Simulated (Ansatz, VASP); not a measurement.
## One calculation of La2O3, two programs

Contents of INCAR:

```
PREC = Accurate
ENCUT = 600
EDIFF = 1E-6
ISMEAR = -1
SIGMA = 0.05
LREAL = False
LASPH = True
NELM = 60
ALGO = Normal
ISIF = 3
LWAVE = False
LCHARG = False
GGA = PS
IBRION = 2
NSW = 60
EDIFFG = -0.01
```

File KPOINTS:

```
Automatic mesh
0
Gamma
  8 8 5
```

The input POSCAR:

```
La2O3
1.0
    3.9307778780      0.0000000000      0.0000000000
   -1.9653889390      3.4041534990      0.0000000000
    0.0000000000      0.0000000000      6.1119535200
La O
2 3
Direct
    0.3333333333      0.6666666667      0.2462356800
    0.6666666667      0.3333333333      0.7537643200
    0.0000000000      0.0000000000      0.0000000000
    0.3333333333      0.6666666667      0.6458906500
    0.6666666667      0.3333333333      0.3541093500
```

input.yaml

```yaml
crystal:
  lattice:
    - [3.930777878, 0.0, 0.0]
    - [-1.965388939, 3.404153499, 0.0]
    - [0.0, 0.0, 6.11195352]
  atoms:
    - { symbol: La, position: [0.3333333333, 0.6666666667, 0.24623568] }
    - { symbol: La, position: [0.6666666667, 0.3333333333, 0.75376432] }
    - { symbol: O, position: [0.0, 0.0, 0.0] }
    - { symbol: O, position: [0.3333333333, 0.6666666667, 0.64589065] }
    - { symbol: O, position: [0.6666666667, 0.3333333333, 0.35410935] }
hamiltonian:
  xc: pbesol
  pseudopotentials: { kind: paw }
kpoints:
  mp_grid: { grid: [8, 8, 5] }
scf:
  occupations: { method: fermi_dirac, width: 0.05 }
output:
  forces: true
  stress: true
  eigenvalues: true
relax:
  f_tol: 0.01
  max_steps: 40
  cell: { stress_tol: 0.05 }
```

Alike in both runs: task relaxation of cell and atoms; functional PBEsol; k mesh 8 × 8 × 5; occupations fermi-dirac, width 0.05 eV; no spin polarisation.

|  | VASP | Ansatz |
| --- | --- | --- |
| version | VASP 6.6.1 | Ansatz 0.2.0 |
| potentials or method | VASP PAW PBE potentials, release 64 (La, O) | Ansatz PAW |
| plane-wave cutoff (eV) | 600 | 420 |
| valence electrons in the cell | 40 | 40 |

```csv
,VASP,Ansatz,Ansatz less VASP
"gap on the k mesh at the Fermi level, each at its own relaxed structure (eV)",3.84,3.82,-0.025
relaxed volume (Å³/atom),15.93,15.96,+0.036
relaxed cell length with the largest relative difference (Å),6.033,6.041,+0.0083
```

VASP's potentials were made for PBE, not for PBEsol.

Neither program's run includes spin-orbit coupling. Noted on Ansatz's run: odd divisions of the mesh miss points on the zone boundary, where band edges often lie, so the gap on the mesh can be too wide; the plane-wave basis is chosen anew once the cell has moved, so the energies of steps on either side of that aren't comparable.
